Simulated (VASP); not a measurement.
# Ti in VASP: a series of runs

Runs on Ti. Level: PBEsol. Tasks: single point.

Everything below comes from runs of VASP 6.6.1. Logs are shortened: lines on timing, memory, paths and dates and some standing lists are left out, and cuts for length are marked.

## Step 1: The cell of the first run

It takes space group Im-3m (No. 229, cubic). The conventional cell has a = 3.062 Å, b = 3.062 Å, c = 3.062 Å, α = 90.00°, β = 90.00°, γ = 90.00°. Ti (site symmetry m-3m) has 14 Ti at 2.65 to 3.06 Å within 3.5 Å.

## Step 2: Single point, PBEsol

Contents of INCAR:

```
PREC = Accurate
ENCUT = 520
EDIFF = 1E-7
ISMEAR = -1
SIGMA = 0.05
LREAL = F
LASPH = T
NELM = 60
ALGO = Normal
ISIF = 2
LWAVE = F
LCHARG = F
GGA = PS
NBANDS = 12
```

Contents of KPOINTS:

```
Automatic mesh
0
Gamma
  11 11 11
```

Contents of POSCAR:

```
Ti
1.0
   -1.5311585345      1.5311585345      1.5311585345
    1.5311585345     -1.5311585345      1.5311585345
    1.5311585345      1.5311585345     -1.5311585345
Ti
1
Direct
    0.0000000000      0.0000000000      0.0000000000
```

Potentials or basis: VASP PAW PBE potentials, release 64 (Ti_sv).

Run with:

```sh
$ cat potpaw_PBE.64/Ti_sv/POTCAR > POTCAR
$ mpirun -np 1 vasp_std > vasp.out
```

OUTCAR:

```text
PREC = Accurate
   ENCUT = 520
   EDIFF = 1E-7
   ISMEAR = -1
   LREAL = F
   LASPH = T
   NELM = 60
   ISIF = 2
   GGA = PS

 ion  position               nearest neighbor table
   1  0.000  0.000  0.000-

  LATTYP: Found a body centered cubic cell.
 ALAT       =     3.0623170690

  Lattice vectors:

 A1 = (  -1.5311585345,   1.5311585345,   1.5311585345)
 A2 = (   1.5311585345,  -1.5311585345,   1.5311585345)
 A3 = (   1.5311585345,   1.5311585345,  -1.5311585345)

Analysis of symmetry for initial positions (statically):
=====================================================================
 Subroutine PRICEL returns:
 Original cell was already a primitive cell.

 Routine SETGRP: Setting up the symmetry group for a
 body centered cubic supercell.

 Subroutine GETGRP returns: Found 48 space group operations
[... 9 lines left out ...]

 Routine SETGRP: Setting up the symmetry group for a
 body centered cubic supercell.

 Subroutine GETGRP returns: Found 48 space group operations
[... 11 lines left out ...]
                                     Primitive cell

  volume of cell :      14.3589

  direct lattice vectors                    reciprocal lattice vectors
    -1.531158535  1.531158535  1.531158535     0.000000000  0.326550118  0.326550118
     1.531158535 -1.531158535  1.531158535     0.326550118  0.000000000  0.326550118
     1.531158535  1.531158535 -1.531158535     0.326550118  0.326550118  0.000000000

  length of vectors
     2.652044376  2.652044376  2.652044376     0.461811606  0.461811606  0.461811606

  position of ions in fractional coordinates (direct lattice)
     0.000000000  0.000000000  0.000000000

  ion indices of the primitive-cell ions
   primitive index   ion index
                 1           1

----------------------------------------------------------------------------------------

 KPOINTS: Automatic mesh

Automatic generation of k-mesh.
 Grid dimensions read from file:
 generate k-points for:   11   11   11

 Generating k-lattice:

  Cartesian coordinates                     Fractional coordinates (reciprocal lattice)
     0.000000000  0.029686374  0.029686374     0.090909091  0.000000000  0.000000000
     0.029686374  0.000000000  0.029686374     0.000000000  0.090909091  0.000000000
     0.029686374  0.029686374  0.000000000     0.000000000  0.000000000  0.090909091

  Length of vectors
     0.041982873  0.041982873  0.041982873

  Shift w.r.t. Gamma in fractional coordinates (k-lattice)
     0.000000000  0.000000000  0.000000000

 Subroutine IBZKPT returns following result:
 ===========================================

 Found     56 irreducible k-points:

 Following reciprocal coordinates:
            Coordinates               Weight
  0.000000  0.000000  0.000000      1.000000
  0.090909  0.000000  0.000000     12.000000
  0.181818  0.000000  0.000000     12.000000
  0.272727  0.000000  0.000000     12.000000
  0.363636  0.000000  0.000000     12.000000
  0.454545  0.000000  0.000000     12.000000
[... 16 lines left out ...]
  0.272727  0.181818  0.090909     48.000000
  0.363636  0.181818  0.090909     24.000000
 [... further k-points ...]
   k-points           NKPTS =     56   k-points in BZ     NKDIM =     56   number of bands    NBANDS=     12
   number of dos      NEDOS =    301   number of ions     NIONS =      1
   total plane-waves  NPLWV =   8000
   dimension x,y,z NGX =    20 NGY =   20 NGZ =   20
   dimension x,y,z NGXF=    40 NGYF=   40 NGZF=   40
   ions per type =               1
   NGX,Y,Z   is equivalent  to a cutoff of  12.54, 12.54, 12.54 a.u.
   NGXF,Y,Z  is equivalent  to a cutoff of  25.07, 25.07, 25.07 a.u.
 SYSTEM =  unknown system
   PREC   = accura    normal or accurate (medium, high low for compatibility)
   ISTART =      0    job   : 0-new  1-cont  2-samecut
   ICHARG =      2    charge: 1-file 2-atom 10-const
   ISPIN  =      1    spin polarized calculation?
   LNONCOLLINEAR =      F non collinear calculations
   LSORBIT =      F    spin-orbit coupling
   LASPH  =      T    aspherical Exc in radial PAW
   ENCUT  =  520.0 eV  38.22 Ry    6.18 a.u.   4.93  4.93  4.93*2*pi/ulx,y,z
   NELM   =     60;   NELMIN=  2; NELMDL= -5     # of ELM steps
   EDIFF  = 0.1E-06   stopping-criterion for ELM
   LREAL  =      F    real-space projection
   EDIFFG = 0.1E-05   stopping-criterion for IOM
   NSW    =      0    number of steps for IOM
   IBRION =     -1    ionic relax: 0-MD 1-quasi-New 2-CG
   NFREE  =      0    steps in history (QN), initial steepest desc. (CG)
   ISIF   =      2    stress and relaxation
   ISYM   =      2    0-nonsym 1-usesym 2-fastsym
   POTIM  = 0.5000    time-step for ionic-motion
   TEBEG  =    0.0;   TEEND  =   0.0 temperature during run
   PSTRESS=    0.0 pullay stress
   NELECT =      12.0000    total number of electrons
   NUPDOWN=      -1.0000    fix difference up-down
   EMIN   =  10.00;   EMAX   =-10.00  energy-range for DOS
   EFERMI =   0.00;   METHOD = LEGACY
   ISMEAR =    -1;   SIGMA  =   0.05  broadening in eV -4-tet -1-fermi 0-gaus
   EFERMI_NEDOS =   21; number of points for ismear=-14 and -15
   IALGO  =     38    algorithm
   IMIX   =      4    mixing-type and parameters
     AMIX     =   0.40;   BMIX     =  1.00
     AMIX_MAG =   1.60;   BMIX_MAG =  1.00
  volume/ion in A,a.u.               =      14.36        96.90
  Fermi-wavevector in a.u.,A,eV,Ry     =   1.542038  2.914029 32.353040  2.377881
  Thomas-Fermi vector in A             =   2.647899
   LORBIT       =      0    0 simple, 1 ext, 2 COOP (PROOUT), +10 PAW based schemes
   GGA     = PS    functional components
   LHFCALC =     F    Hartree Fock is set to
   AEXX    =    0.0000 exact exchange contribution
   IVDW    =     0    specifies the selected vdW correction
   LEPSILON=     F    determine dielectric tensor
   LRPA    =     F    only Hartree local field effects (RPA)
 non-spin polarized calculation
  energy-cutoff  :      520.00
  volume of cell :       14.36
 maximum number of plane-waves:       398
   NGX =  9   NGY =  9   NGZ =  9

 number of electron      12.0000007 magnetization

 Free energy of the ion-electron system (eV)
  ---------------------------------------------------
  ext. energy  EPLUGINS =         0.00000000
  ---------------------------------------------------
  free energy    TOTEN  =        -8.12622185 eV

  energy without entropy =       -8.11271188  energy(sigma->0) =       -8.11946687

 E-fermi :  10.0525     XC(G=0): -12.5702

 val. band max:       10.0493313338   @ k =   0.2727   0.2727   0.0000
 cond. band min:      10.1192672036   @ k =   0.2727   0.0000   0.0000
 fundamental gap:      0.0699358697
 Fermi energy:        10.0524505745

 k-point     1 :       0.0000    0.0000    0.0000
  band No.  band energies     occupation
      1     -45.8862      2.00000
      2     -21.5261      2.00000
      3     -21.5261      2.00000
      4     -21.5261      2.00000
      5       3.7857      2.00000
      6      11.2158      0.00000
      7      11.2158      0.00000
      8      11.2158      0.00000
      9      13.4465      0.00000
     10      13.4465      0.00000
     11      28.8763      0.00000
     12      28.8763      0.00000

 k-point     2 :       0.0909    0.0000    0.0000
  band No.  band energies     occupation
      1     -45.8642      2.00000
      2     -21.6303      2.00000
      3     -21.5566      2.00000
      4     -21.5272      2.00000
      5       4.1245      2.00000
      6      11.0477      0.00000
      7      11.1611      0.00000
      8      11.4805      0.00000
      9      13.2546      0.00000
     10      13.4562      0.00000
     11      28.6805      0.00000
     12      28.9011      0.00000

 k-point     3 :       0.1818    0.0000    0.0000
  band No.  band energies     occupation
      1     -45.8048      2.00000
      2     -21.9043      2.00000
      3     -21.6378      2.00000
      4     -21.5301      2.00000
      5       5.0479      2.00000
      6      10.6241      0.00002
      7      10.8812      0.00000
      8      12.2333      0.00000
      9      13.0293      0.00000
     10      13.5039      0.00000
     11      27.6772      0.00000
     12      28.4434      0.00000

 k-point     4 :       0.2727    0.0000    0.0000
  band No.  band energies     occupation
      1     -45.7259      2.00000
      2     -22.2519      2.00000
      3     -21.7425      2.00000
      4     -21.5341      2.00000
      5       6.2216      2.00000
      6      10.1193      0.41623
      7      10.5306      0.00014
      8      13.1342      0.00000
      9      13.3404      0.00000
     10      13.6173      0.00000
     11      25.6212      0.00000
     12      27.1291      0.00000

 k-point     5 :       0.3636    0.0000    0.0000
  band No.  band energies     occupation
      1     -45.6524      2.00000
      2     -22.5611      2.00000
      3     -21.8372      2.00000
      4     -21.5378      2.00000
      5       6.9745      2.00000
      6       9.6956      1.99841
      7      10.8697      0.00000
      8      13.3773      0.00000
      9      13.7800      0.00000
     10      14.5375      0.00000
     11      23.2026      0.00000
     12      25.7481      0.00000
[... 228 lines left out ...]
      1     -45.8428      2.00000
      2     -21.6691      2.00000
      3     -21.5877      2.00000
      4     -21.5877      2.00000
      5       4.4522      2.00000
      6      11.1623      0.00000
      7      11.1623      0.00000
      8      11.4755      0.00000
      9      12.7885      0.00000
     10      13.6826      0.00000
     11      28.2150      0.00000
     12      29.5701      0.00000

 k-point    22 :       0.1818    0.1818    0.0909
  band No.  band energies     occupation
      1     -45.6462      2.00000
      2     -22.4783      2.00000
      3     -21.8346      2.00000
      4     -21.6891      2.00000
      5       7.8955      2.00000
      6       9.4843      1.99998
      7       9.6549      1.99930
      8      13.4778      0.00000
      9      13.8091      0.00000
     10      15.7172      0.00000
     11      24.3886      0.00000
     12      24.6434      0.00000

 k-point    23 :       0.2727    0.1818    0.0909
  band No.  band energies     occupation
      1     -45.6027      2.00000
      2     -22.5387      2.00000
      3     -21.9960      2.00000
      4     -21.7200      2.00000
      5       8.3628      2.00000
      6       9.3135      2.00000
      7       9.9992      1.48758
      8      13.6405      0.00000
      9      13.9477      0.00000
     10      17.1526      0.00000
     11      22.1575      0.00000
     12      23.6497      0.00000

 k-point    24 :       0.3636    0.1818    0.0909
  band No.  band energies     occupation
      1     -45.5864      2.00000
      2     -22.5437      2.00000
      3     -22.0762      2.00000
      4     -21.7289      2.00000
      5       8.3409      2.00000
      6       9.2664      2.00000
      7      10.4133      0.00147
      8      13.7288      0.00000
      9      13.9849      0.00000
     10      18.0098      0.00000
     11      20.8519      0.00000
     12      23.2968      0.00000

 [... further k-points ...]
[... 5 lines left out ...]
  --------------------------------------------------------------------------------------
  -------------------------------------------------------------------------------------
  Total        1.7434191      1.7434191      1.7434191      0.0000000      0.0000000      0.0000000
  in kB      194.5323817    194.5323817    194.5323817      0.0000000      0.0000000      0.0000000
  external PRESSURE =     194.5323817 kB  Pullay stress =       0.0000000 kB

 VOLUME and BASIS-vectors are now :
 -----------------------------------------------------------------------------
  energy-cutoff  :      520.00
  volume of cell :       14.36
      direct lattice vectors                 reciprocal lattice vectors
    -1.531158535  1.531158535  1.531158535     0.000000000  0.326550118  0.326550118
     1.531158535 -1.531158535  1.531158535     0.326550118  0.000000000  0.326550118
     1.531158535  1.531158535 -1.531158535     0.326550118  0.326550118  0.000000000

 POSITION                                       TOTAL-FORCE (eV/Angst)
 -----------------------------------------------------------------------------------
      0.00000      0.00000      0.00000         0.000000     -0.000000     -0.000000
 -----------------------------------------------------------------------------------
    total drift:                                0.000000     -0.000000      0.000000

  FREE ENERGIE OF THE ION-ELECTRON SYSTEM (eV)
  ---------------------------------------------------
  free  energy   TOTEN  =        -8.1262218518 eV

  energy  without entropy=       -8.1127118803  energy(sigma->0) =       -8.11946687
```

It took 14 s on 1 thread of Intel Xeon 8259CL, shared host; peak memory 0.13 GiB.

What came out:

```
Free energy            : -8.1262 eV
Pressure               : 19.5 GPa
Band gap on the k mesh : zero (band 6 reaches 11.22 eV, above the bottom of band 7 at 9.29 eV)
```

Levels at points of the mesh, in eV from the Fermi level:
```tsv
k point	band 3	band 4	band 5	band 6	band 7	band 8	band 9	band 10
(0.00, 0.00, 0.00)	-31.58	-31.58	-6.27	1.16	1.16	1.16	3.39	3.39
```

Caveat: the PAW data sets were made with another functional, which shifts forces and pressure a little.

## Step 3: Single point, PBEsol

This run uses another cell than the first one, of 15.86 Å³/atom, 1.104 times its volume.

Contents of INCAR:

```
ALGO = Normal
EDIFF = 1E-6
ENCUT = 520
GGA = PS
ISIF = 2
ISMEAR = -1
LASPH = True
LCHARG = False
LREAL = False
LWAVE = False
NBANDS = 12
NELM = 60
PREC = Accurate
SIGMA = 0.05
```

Contents of KPOINTS:

```
k-points
0
Gamma
  11 11 11
```

Contents of POSCAR:

```
Ti
1.0
   -1.5827344742      1.5827344742      1.5827344742
    1.5827344742     -1.5827344742      1.5827344742
    1.5827344742      1.5827344742     -1.5827344742
Ti
1
Direct
    0.0000000000      0.0000000000      0.0000000000
```

Potentials or basis: VASP PAW PBE potentials, release 64 (Ti_sv).

Run with:

```sh
$ cat potpaw_PBE.64/Ti_sv/POTCAR > POTCAR
$ mpirun -np 1 vasp_std > vasp.out
```

Run time: 14 s. Hardware: 1 thread of Intel Xeon 8259CL, shared host; peak memory 0.13 GiB.

The run converged. Its results:

```yaml
Free_energy: -8.2354 eV
Pressure: 4.6 GPa
Band_gap_on_the_k_mesh: zero (band 6 reaches 10.01 eV, above the bottom of band 7 at 8.25 eV)
```

Levels at points of the mesh, in eV from the Fermi level:
```csv
k point,band 3,band 4,band 5,band 6,band 7,band 8,band 9,band 10
"(0.00, 0.00, 0.00)",-31.93,-31.93,-6.12,1.08,1.08,1.08,3.07,3.07
```

Caveat: the PAW data sets were made with another functional, which shifts forces and pressure a little.

(Continued in part 2 of 2.)
